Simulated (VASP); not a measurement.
# YTe2F (P4/mmm) in VASP: relaxation of cell and atoms with PBE

Aim: the relaxation of cell and atoms of YTe2F with PBE.

Program: VASP 6.6.1. These are calculated values, not measurements. Logs are shortened: lines on timing, memory, paths and dates and some standing lists are left out, and cuts for length are marked.

### Step 1. The cell of the first run

Symmetry: P4/mmm, No. 123, tetragonal system. Conventional cell: a = 6.113 Å, b = 6.113 Å, c = 4.180 Å, α = 90.00°, β = 90.00°, γ = 90.00°. Y (site symmetry 4/mmm) has 2 F at 2.09 Å within 2.8 Å. Te (site symmetry mmm) has 2 Y at 3.06 Å and 4 F at 3.70 Å within 4.0 Å. F (site symmetry 4/mmm) has 2 Y at 2.09 Å within 2.8 Å.

### Step 2. Relaxation of cell and atoms, PBE

INCAR reads:

```
SYSTEM = YTe2F
PREC = Accurate ; ENCUT = 600
EDIFF = 1E-6 ; ISMEAR = 0
SIGMA = 0.1 ; LREAL = .FALSE.
LASPH = .TRUE. ; NELM = 100
ALGO = Normal ; ISIF = 3
LWAVE = .FALSE. ; LCHARG = .FALSE.
GGA = PE ; IBRION = 2
NSW = 100 ; EDIFFG = -0.01
```

KPOINTS reads:

```
Automatic mesh
0
G
  8 8 12
  0 0 0
```

POSCAR reads:

```
YTe2F
1.0
    6.1126600264      0.0000000000      0.0000000000
    0.0000000000      6.1126600264      0.0000000000
    0.0000000000      0.0000000000      4.1797358068
Y Te F
1 2 1
Direct
    0.0000000000      0.0000000000      0.0000000000
    0.5000000000      0.0000000000      0.0000000000
    0.0000000000      0.5000000000      0.0000000000
    0.0000000000      0.0000000000      0.5000000000
```

Potentials or basis: VASP PAW PBE potentials, release 64 (Y_sv, Te, F).

On the command line:

```sh
cat potpaw_PBE.64/Y_sv/POTCAR potpaw_PBE.64/Te/POTCAR potpaw_PBE.64/F/POTCAR > POTCAR
mpirun -np 1 vasp_std > vasp.out
```

OUTCAR:

```text
SYSTEM = YTe2F
   PREC = Accurate
   ENCUT = 600
   EDIFF = 1E-6
   ISMEAR = 0
   LREAL = .FALSE.
   LASPH = .TRUE.
   NELM = 100
   ISIF = 3
   GGA = PE
   IBRION = 2
   NSW = 100
   EDIFFG = -0.01

 ion  position               nearest neighbor table
   1  0.000  0.000  0.000-   4 2.09   4 2.09   2 3.06   3 3.06   3 3.06   2 3.06
   2  0.500  0.000  0.000-   1 3.06   1 3.06
   3  0.000  0.500  0.000-   1 3.06   1 3.06
   4  0.000  0.000  0.500-   1 2.09   1 2.09

  LATTYP: Found a simple tetragonal cell.
 ALAT       =     6.1126600264
 C/A-ratio  =     0.6837834574

  Lattice vectors:

 A1 = (   6.1126600264,   0.0000000000,   0.0000000000)
 A2 = (   0.0000000000,   6.1126600264,   0.0000000000)
 A3 = (   0.0000000000,   0.0000000000,   4.1797358068)

Analysis of symmetry for initial positions (statically):
=====================================================================
 Subroutine PRICEL returns:
 Original cell was already a primitive cell.

 Routine SETGRP: Setting up the symmetry group for a
 simple tetragonal supercell.

 Subroutine GETGRP returns: Found 16 space group operations
 (whereof 16 operations were pure point group operations)
 out of a pool of 16 trial point group operations.

The static configuration has the point symmetry D_4h.

Analysis of symmetry for dynamics (positions and initial velocities):
=====================================================================
 Subroutine PRICEL returns:
 Original cell was already a primitive cell.

 Routine SETGRP: Setting up the symmetry group for a
 simple tetragonal supercell.

 Subroutine GETGRP returns: Found 16 space group operations
 (whereof 16 operations were pure point group operations)
 out of a pool of 16 trial point group operations.

The dynamic configuration has the point symmetry D_4h.

 Subroutine INISYM returns: Found 16 space group operations
 (whereof 16 operations are pure point group operations),
 and found     1 'primitive' translations

----------------------------------------------------------------------------------------

                                     Primitive cell

  volume of cell :     156.1742

  direct lattice vectors                    reciprocal lattice vectors
     6.112660026  0.000000000  0.000000000     0.163594899  0.000000000  0.000000000
     0.000000000  6.112660026  0.000000000     0.000000000  0.163594899  0.000000000
     0.000000000  0.000000000  4.179735807     0.000000000  0.000000000  0.239249571

  length of vectors
     6.112660026  6.112660026  4.179735807     0.163594899  0.163594899  0.239249571

  position of ions in fractional coordinates (direct lattice)
     0.000000000  0.000000000  0.000000000
     0.500000000  0.000000000  0.000000000
     0.000000000  0.500000000  0.000000000
     0.000000000  0.000000000  0.500000000

  ion indices of the primitive-cell ions
   primitive index   ion index
                 1           1
                 2           2
                 3           3
                 4           4

----------------------------------------------------------------------------------------

 KPOINTS: Automatic mesh

Automatic generation of k-mesh.
 Grid dimensions read from file:
 generate k-points for:    8    8   12

 Generating k-lattice:

  Cartesian coordinates                     Fractional coordinates (reciprocal lattice)
     0.020449362  0.000000000  0.000000000     0.125000000  0.000000000  0.000000000
     0.000000000  0.020449362  0.000000000     0.000000000  0.125000000  0.000000000
     0.000000000  0.000000000  0.019937464     0.000000000  0.000000000  0.083333333

  Length of vectors
     0.020449362  0.020449362  0.019937464

  Shift w.r.t. Gamma in fractional coordinates (k-lattice)
     0.000000000  0.000000000  0.000000000

 Subroutine IBZKPT returns following result:
 ===========================================

 Found    105 irreducible k-points:

 Following reciprocal coordinates:
            Coordinates               Weight
  0.000000  0.000000  0.000000      1.000000
  0.125000  0.000000  0.000000      4.000000
  0.250000  0.000000  0.000000      4.000000
  0.375000  0.000000  0.000000      4.000000
  0.500000  0.000000  0.000000      2.000000
  0.125000  0.125000  0.000000      4.000000
[... 16 lines left out ...]
  0.375000  0.125000  0.083333     16.000000
  0.500000  0.125000  0.083333      8.000000
 [... further k-points ...]
   k-points           NKPTS =    105   k-points in BZ     NKDIM =    105   number of bands    NBANDS=     19
   number of dos      NEDOS =    301   number of ions     NIONS =      4
   total plane-waves  NPLWV =  90000
   dimension x,y,z NGX =    50 NGY =   50 NGZ =   36
   dimension x,y,z NGXF=   100 NGYF=  100 NGZF=   72
   ions per type =               1   2   1
   NGX,Y,Z   is equivalent  to a cutoff of  13.60, 13.60, 14.32 a.u.
   NGXF,Y,Z  is equivalent  to a cutoff of  27.20, 27.20, 28.64 a.u.
 SYSTEM =  YTe2F
   PREC   = accura    normal or accurate (medium, high low for compatibility)
   ISTART =      0    job   : 0-new  1-cont  2-samecut
   ICHARG =      2    charge: 1-file 2-atom 10-const
   ISPIN  =      1    spin polarized calculation?
   LNONCOLLINEAR =      F non collinear calculations
   LSORBIT =      F    spin-orbit coupling
   LASPH  =      T    aspherical Exc in radial PAW
   ENCUT  =  600.0 eV  44.10 Ry    6.64 a.u.  12.21 12.21  8.35*2*pi/ulx,y,z
   NELM   =    100;   NELMIN=  2; NELMDL= -5     # of ELM steps
   EDIFF  = 0.1E-05   stopping-criterion for ELM
   LREAL  =      F    real-space projection
   EDIFFG = -.1E-01   stopping-criterion for IOM
   NSW    =    100    number of steps for IOM
   IBRION =      2    ionic relax: 0-MD 1-quasi-New 2-CG
   NFREE  =      1    steps in history (QN), initial steepest desc. (CG)
   ISIF   =      3    stress and relaxation
   ISYM   =      2    0-nonsym 1-usesym 2-fastsym
   POTIM  = 0.5000    time-step for ionic-motion
   TEBEG  =    0.0;   TEEND  =   0.0 temperature during run
   PSTRESS=    0.0 pullay stress
   NELECT =      30.0000    total number of electrons
   NUPDOWN=      -1.0000    fix difference up-down
   EMIN   =  10.00;   EMAX   =-10.00  energy-range for DOS
   EFERMI =   0.00;   METHOD = LEGACY
   ISMEAR =     0;   SIGMA  =   0.10  broadening in eV -4-tet -1-fermi 0-gaus
   EFERMI_NEDOS =   21; number of points for ismear=-14 and -15
   IALGO  =     38    algorithm
   IMIX   =      4    mixing-type and parameters
     AMIX     =   0.40;   BMIX     =  1.00
     AMIX_MAG =   1.60;   BMIX_MAG =  1.00
  volume/ion in A,a.u.               =      39.04       263.48
  Fermi-wavevector in a.u.,A,eV,Ry     =   0.944595  1.785025 12.139921  0.892259
  Thomas-Fermi vector in A             =   2.072415
   LORBIT       =      0    0 simple, 1 ext, 2 COOP (PROOUT), +10 PAW based schemes
   GGA     = PE    functional components
   LHFCALC =     F    Hartree Fock is set to
   AEXX    =    0.0000 exact exchange contribution
   IVDW    =     0    specifies the selected vdW correction
   LEPSILON=     F    determine dielectric tensor
   LRPA    =     F    only Hartree local field effects (RPA)
 conjugate gradient relaxation of ions
 non-spin polarized calculation
 Gauss-broadening in eV      SIGMA  =   0.10
  energy-cutoff  :      600.00
  volume of cell :      156.17
 maximum number of plane-waves:      5245
 NGX is ok and might be reduce to    50
   NGX = 25   NGY = 25   NGZ = 17

--------------------------------------- Ionic step        1  -------------------------------------------

 number of electron      29.9999992 magnetization

 Free energy of the ion-electron system (eV)
  ---------------------------------------------------
  ext. energy  EPLUGINS =         0.00000000
  ---------------------------------------------------
  free energy    TOTEN  =       -20.52431056 eV

  energy without entropy =      -20.50112379  energy(sigma->0) =      -20.51271717

------------------------ aborting loop because EDIFF is reached ----------------------------------------

  FORCE on cell =-STRESS in cart. coord.  units (eV):
  Direction    XX          YY          ZZ          XY          YZ          ZX
  --------------------------------------------------------------------------------------
  -------------------------------------------------------------------------------------
  Total       -0.0387616     -0.0387616      0.9644904      0.0000000     -0.0000000      0.0000000
  in kB       -0.3976518     -0.3976518      9.8946216      0.0000000     -0.0000000      0.0000000
  external PRESSURE =       3.0331060 kB  Pullay stress =       0.0000000 kB

 VOLUME and BASIS-vectors are now :
 -----------------------------------------------------------------------------
  energy-cutoff  :      600.00
  volume of cell :      156.17
      direct lattice vectors                 reciprocal lattice vectors
     6.112660026  0.000000000  0.000000000     0.163594899  0.000000000  0.000000000
     0.000000000  6.112660026  0.000000000     0.000000000  0.163594899  0.000000000
     0.000000000  0.000000000  4.179735807     0.000000000  0.000000000  0.239249571
[... 77 lines left out ...]
 POSITION                                       TOTAL-FORCE (eV/Angst)
 -----------------------------------------------------------------------------------
      0.00000      0.00000      0.00000         0.000000     -0.000000      0.000000
      3.05526      0.00000      0.00000         0.000000     -0.000000      0.000000
      0.00000      3.05526     -0.00000         0.000000      0.000000      0.000000
      0.00000     -0.00000      2.10815         0.000000     -0.000000      0.000000
 -----------------------------------------------------------------------------------
    total drift:                                0.000000      0.000000     -0.000000

  FREE ENERGIE OF THE ION-ELECTRON SYSTEM (eV)
  ---------------------------------------------------
  free  energy   TOTEN  =       -20.5284534098 eV

  energy  without entropy=      -20.5031526465  energy(sigma->0) =      -20.51580303

--------------------------------------- Ionic step        4  -------------------------------------------

 number of electron      29.9999991 magnetization

 Free energy of the ion-electron system (eV)
  ---------------------------------------------------
  ext. energy  EPLUGINS =         0.00000000
  ---------------------------------------------------
  free energy    TOTEN  =       -20.52865464 eV

  energy without entropy =      -20.50312011  energy(sigma->0) =      -20.51588737

 E-fermi :   0.9169     XC(G=0):  -7.3691

 val. band max:        0.9045797997   @ k =   0.1250   0.0000   0.3333
 cond. band min:       0.9233120812   @ k =   0.1250   0.0000   0.4167
 fundamental gap:      0.0187322815
 Fermi energy:         0.9169118391

 k-point     1 :       0.0000    0.0000    0.0000
  band No.  band energies     occupation
      1     -41.4994      2.00000
      2     -23.2373      2.00000
      3     -21.7355      2.00000
      4     -21.4861      2.00000
      5     -21.4861      2.00000
      6      -9.2386      2.00000
[... 11 lines left out ...]
     18       4.0053      0.00000
     19       4.0053      0.00000
[... 485 lines left out ...]
 k-point    24 :       0.5000    0.1250    0.0833
  band No.  band energies     occupation
      1     -41.4986      2.00000
      2     -23.4126      2.00000
      3     -21.5153      2.00000
      4     -21.4882      2.00000
      5     -21.4855      2.00000
      6      -8.9852      2.00000
[... 11 lines left out ...]
     18       4.3554      0.00000
     19       4.7129      0.00000

 [... further k-points ...]
[... 5 lines left out ...]
  --------------------------------------------------------------------------------------
  -------------------------------------------------------------------------------------
  Total       -0.0274286     -0.0274286      0.0048879      0.0000000      0.0000000      0.0000000
  in kB       -0.2798182     -0.2798182      0.0498654      0.0000000      0.0000000      0.0000000
  external PRESSURE =      -0.1699237 kB  Pullay stress =       0.0000000 kB

 VOLUME and BASIS-vectors are now :
 -----------------------------------------------------------------------------
  energy-cutoff  :      600.00
  volume of cell :      157.05
      direct lattice vectors                 reciprocal lattice vectors
     6.102536039  0.000000000  0.000000000     0.163866300 -0.000000000 -0.000000000
    -0.000000000  6.102536039 -0.000000000     0.000000000  0.163866300 -0.000000000
     0.000000000  0.000000000  4.217128321     0.000000000  0.000000000  0.237128189

 POSITION                                       TOTAL-FORCE (eV/Angst)
 -----------------------------------------------------------------------------------
      0.00000      6.10254      4.21713        -0.000000     -0.000000      0.000000
      3.05127      6.10254      4.21713        -0.000000     -0.000000      0.000000
     -0.00000      3.05127     -0.00000         0.000000      0.000000      0.000000
      0.00000      6.10254      2.10856         0.000000      0.000000      0.000000
 -----------------------------------------------------------------------------------
    total drift:                                0.000000      0.000000      0.000000

  FREE ENERGIE OF THE ION-ELECTRON SYSTEM (eV)
  ---------------------------------------------------
  free  energy   TOTEN  =       -20.5286546379 eV

  energy  without entropy=      -20.5031201065  energy(sigma->0) =      -20.51588737

 reached required accuracy - stopping structural energy minimisation
```

Wall time 9.8 min (1 thread of Intel Xeon 6975P-C (Granite Rapids), shared host); peak memory 0.64 GiB.

Results:

```
Free energy                           : -20.5287 eV
Relaxed volume                        : 39.26 Å³/atom
Relaxed cell                          : a = 6.103 Å, b = 6.103 Å, c = 4.217 Å, α = 90.00°, β = 90.00°, γ = 90.00°
Space group after relaxing (to 0.1 Å) : P4/mmm (No. 123)
Energy gained by relaxing             : 1.1 meV/atom
Ionic steps                           : 4
Pressure after relaxing               : 0.0 GPa
Band gap on the k mesh                : zero (bands 15 and 16 overlap by 0.90 eV)
```

The path:
```tsv
step	energy change (eV)	largest force (eV/Å)	pressure (GPa)	volume (Å³)
1	0.0000	0.0000	0.30	156.17
2	-0.0037	0.0000	-0.20	157.84
3	-0.0041	0.0000	-0.08	157.43
4	-0.0043	0.0000	-0.02	157.05
```

Final structure:
```
CELL_PARAMETERS angstrom
6.10254 0.00000 0.00000
0.00000 6.10254 0.00000
0.00000 0.00000 4.21713
ATOMIC_POSITIONS crystal
Y 0.00000 0.00000 0.00000
Te 0.50000 0.00000 0.00000
Te 0.00000 0.50000 0.00000
F 0.00000 0.00000 0.50000
```

Levels at points of the mesh, in eV from the Fermi level:
```
           k point  band 12  band 13  band 14  band 15  band 16  band 17  band 18  band 19
(0.00, 0.00, 0.00)    -1.60    -0.05    -0.05     0.29     0.75     2.01     3.09     3.09
(0.50, 0.00, 0.00)    -1.18    -1.07    -0.84     0.18     0.52     3.10     3.39     3.42
(0.50, 0.50, 0.00)    -2.09    -1.89     0.19     0.19     0.50     3.83     4.08     4.08
(0.00, 0.00, 0.50)    -1.39    -1.39    -1.11     0.20     0.20     2.27     3.48     3.65
(0.50, 0.00, 0.50)    -1.50    -1.37    -1.02    -0.73    -0.46     3.56     3.62     3.75
(0.50, 0.50, 0.50)    -1.71    -1.68    -1.34    -1.34     0.75     4.01     4.42     4.73
```

Caveat: spin-orbit coupling is left out, which moves the levels of the heavy elements.
